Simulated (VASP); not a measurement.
# Co (P6_3/mmc) in VASP: further runs, part 2 of 2

VASP 6.6.1.

### Step 3. Single point, r2SCAN, collinear spin, ferromagnetic start (10.50 Å³/atom)

This run uses another cell than the first one, of 10.50 Å³/atom.

Input file POSCAR:

```
Co
1.0
    2.4620930764      0.0000000000      0.0000000000
   -1.2310465382      2.1322351507      0.0000000000
    0.0000000000      0.0000000000      4.0007180406
Co
2
Direct
    0.3333333333      0.6666666667      0.2500000000
    0.6666666667      0.3333333333      0.7500000000
```

Input file INCAR.step1:

```
  PREC = Accurate
  ENCUT = 520
  ISMEAR = 0
  SIGMA = 0.05
  LREAL = False
  LASPH = True
  NELM = 150
  ISPIN = 2
  MAGMOM = 2.1 2.1
  LMAXMIX = 4
  NBANDS = 20
  GGA = PE
  ALGO = Normal
  EDIFF = 1E-4
  LWAVE = True
  LCHARG = False
```

Input file INCAR.step2:

```
  PREC = Accurate
  ENCUT = 520
  EDIFF = 1E-6
  ISMEAR = 0
  SIGMA = 0.05
  LREAL = False
  LASPH = True
  NELM = 150
  ALGO = Normal
  ISIF = 2
  LWAVE = False
  LCHARG = True
  ISPIN = 2
  MAGMOM = 2.1 2.1
  LORBIT = 11
  LMAXMIX = 4
  METAGGA = R2SCAN
  LMIXTAU = True
  LELF = True
  LVHAR = True
  NBANDS = 20
  ISTART = 1
```

Input file KPOINTS:

```
Automatic mesh
0
Gamma
  20 20 12
```

Potentials or basis: VASP PAW PBE potentials, release 64 (Co).

Run with:

```bash
> cat potpaw_PBE.64/Co/POTCAR > POTCAR
> cp INCAR.step1 INCAR
> mpirun -np 1 vasp_std > vasp.out
> cp INCAR.step2 INCAR
> mpirun -np 1 vasp_std > vasp.out
```

OUTCAR:

```text
PREC = Accurate
   ENCUT = 520
   EDIFF = 1E-6
   ISMEAR = 0
   LREAL = False
   LASPH = True
   NELM = 150
   ISIF = 2
   ISPIN = 2
   LORBIT = 11
   METAGGA = R2SCAN
   ISTART = 1

 ion  position               nearest neighbor table
   1  0.333  0.667  0.250-   2 2.45   2 2.45   2 2.45   2 2.45   2 2.45   2 2.45
   2  0.667  0.333  0.750-   1 2.45   1 2.45   1 2.45   1 2.45   1 2.45   1 2.45

  LATTYP: Found a hexagonal cell.
 ALAT       =     2.4620930764
 C/A-ratio  =     1.6249255883

  Lattice vectors:

 A1 = (   2.4620930764,   0.0000000000,   0.0000000000)
 A2 = (  -1.2310465382,   2.1322351507,   0.0000000000)
 A3 = (   0.0000000000,   0.0000000000,   4.0007180406)

Analysis of symmetry for initial positions (statically):
=====================================================================
 Subroutine PRICEL returns:
 Original cell was already a primitive cell.

 Routine SETGRP: Setting up the symmetry group for a
 hexagonal supercell.

 Subroutine GETGRP returns: Found 24 space group operations
[... 744 lines left out ...]

 spin component 2

 k-point     1 :       0.0000    0.0000    0.0000
  band No.  band energies     occupation
      1       0.6708      1.00000
      2       6.0456      1.00000
      3       9.7715      1.00000
      4       9.8640      1.00000
      5       9.8640      1.00000
      6       9.9604      1.00000
[... 541 lines left out ...]
     19      37.1082      0.00000
     20      38.3229      0.00000

 [... further k-points ...]
[... 5 lines left out ...]
  --------------------------------------------------------------------------------------
  -------------------------------------------------------------------------------------
  Total        0.3996700      0.3996700      0.3314162      0.0000000     -0.0000000      0.0000000
  in kB       30.4883970     30.4883970     25.2817272      0.0000000     -0.0000000      0.0000000
  external PRESSURE =      28.7528404 kB  Pullay stress =       0.0000000 kB

 VOLUME and BASIS-vectors are now :
 -----------------------------------------------------------------------------
  energy-cutoff  :      520.00
  volume of cell :       21.00
      direct lattice vectors                 reciprocal lattice vectors
     2.462093076  0.000000000  0.000000000     0.406158488  0.234495712  0.000000000
    -1.231046538  2.132235151  0.000000000     0.000000000  0.468991424  0.000000000
     0.000000000  0.000000000  4.000718041     0.000000000  0.000000000  0.249955131

 POSITION                                       TOTAL-FORCE (eV/Angst)
 -----------------------------------------------------------------------------------
     -0.00000      1.42149      1.00018         0.000000      0.000000      0.000000
      1.23105      0.71075      3.00054        -0.000000     -0.000000      0.000000
 -----------------------------------------------------------------------------------
    total drift:                                0.000000     -0.000000     -0.000000

  FREE ENERGIE OF THE ION-ELECTRON SYSTEM (eV)
  ---------------------------------------------------
  free  energy   TOTEN  =       -26.4119574763 eV

  energy  without entropy=      -26.4103468257  energy(sigma->0) =      -26.41115215

 total charge

# of ion       s       p       d       tot
------------------------------------------
    1        0.525   0.590   7.247   8.362
    2        0.525   0.590   7.247   8.362
--------------------------------------------------
tot          1.049   1.180  14.494  16.723

 magnetization (x)

# of ion       s       p       d       tot
------------------------------------------
    1       -0.012  -0.085   1.897   1.800
    2       -0.012  -0.085   1.897   1.800
--------------------------------------------------
tot         -0.024  -0.170   3.794   3.599
```

Run time: 7.7 min. Hardware: 1 thread of AMD EPYC 9R45 (Zen 5), shared host; peak memory 0.25 GiB.

What came out:

```
Free energy                                           : -26.4120 eV
Pressure                                              : 2.9 GPa
Net moment                                            : 3.49 μB per cell
Site moments                                          : Co +1.80 μB
Valence electrons inside the program's atomic spheres : Co 8.36
```

Levels at points of the mesh, in eV from the Fermi level:
Spin up:
| k point | band 7 | band 8 | band 9 | band 10 | band 11 | band 12 | band 13 | band 14 | band 15 | band 16 |
| --- | --- | --- | --- | --- | --- | --- | --- | --- | --- | --- |
| (0.00, 0.00, 0.00) | -3.08 | -2.72 | -2.72 | -1.59 | -1.59 | -0.30 | 6.40 | 23.04 | 25.97 | 25.97 |
| (0.50, 0.00, 0.00) | -2.95 | -1.42 | -1.37 | -1.27 | 0.98 | 3.23 | 10.02 | 10.82 | 13.03 | 14.58 |
| (0.00, 0.00, 0.50) | -3.46 | -3.46 | -1.91 | -1.91 | -1.91 | -1.91 | 15.54 | 15.54 | 23.84 | 23.84 |
| (0.50, 0.00, 0.50) | -1.74 | -1.74 | -1.33 | -1.33 | 1.48 | 1.48 | 7.44 | 7.44 | 19.35 | 19.35 |
Spin down:
| k point | band 5 | band 6 | band 7 | band 8 | band 9 | band 10 |
| --- | --- | --- | --- | --- | --- | --- |
| (0.00, 0.00, 0.00) | -0.92 | -0.83 | -0.52 | -0.52 | 0.00 | 0.00 |
| (0.50, 0.00, 0.00) | -1.11 | -1.05 | -0.64 | 1.45 | 1.59 | 1.63 |
| (0.00, 0.00, 0.50) | -0.98 | -0.98 | -0.98 | -0.98 | 0.95 | 0.95 |
| (0.50, 0.00, 0.50) | 0.03 | 0.03 | 0.10 | 0.10 | 1.56 | 1.56 |

Caveat: the PAW data sets were made with another functional, which shifts forces and pressure a little.
